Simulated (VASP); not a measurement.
## CdTe: single point with RPBE+D4

CdTe:

```xyz
2
Lattice="0.0000 2.9822 2.9822 2.9822 0.0000 2.9822 2.9822 2.9822 0.0000" Properties=species:S:1:pos:R:3 pbc="T T T"
Cd    2.9822    2.9822    2.9822
Te    0.0000    0.0000    0.0000
```

This cell differs from its parent crystal: volume scaled by 0.98.

| Property | Result |
| --- | --- |
| Program | VASP 6.6.1 |
| Task | single point |
| Functional | RPBE |
| Dispersion | D4 |
| Potentials or basis | VASP PAW PBE potentials, release 64 (Cd, Te) |
| Cutoff | 520 eV |
| k mesh | 6 × 6 × 6 |
| Occupations | gaussian, width 0.05 eV |
| Spin | no spin polarisation |
| Dipole correction | no |
| Further INCAR settings | ALGO = Normal; EDIFF = 1e-06; NBANDS = 16 |

```json
{"Pressure": "1.4 GPa", "Band gap on the k mesh": "zero (band 9 reaches 4.88 eV, above the bottom of band 10 at 3.53 eV)", "Dispersion energy per atom": "-0.882 eV"}
```

Levels at points of the mesh, in eV from the Fermi level:
```csv
k point,band 7,band 8,band 9,band 10,band 11,band 12
"(0.00, 0.00, 0.00)",-0.60,-0.60,-0.60,0.70,7.04,7.04
"(0.50, 0.00, 0.00)",-5.60,-0.09,-0.09,2.68,3.89,3.89
"(0.50, 0.50, 0.00)",-4.59,-2.38,-2.38,-1.35,4.07,9.59
```

It took 6.5 s on 1 thread of AMD EPYC 9R45 (Zen 5), on a shared host, peak memory 0.14 GiB.

Caveat: the PAW data sets were made with another functional, which shifts forces and pressure a little; spin-orbit coupling is left out, which moves the levels of the heavy elements; pairwise dispersion overbinds metals, which lowers pressure and volume.
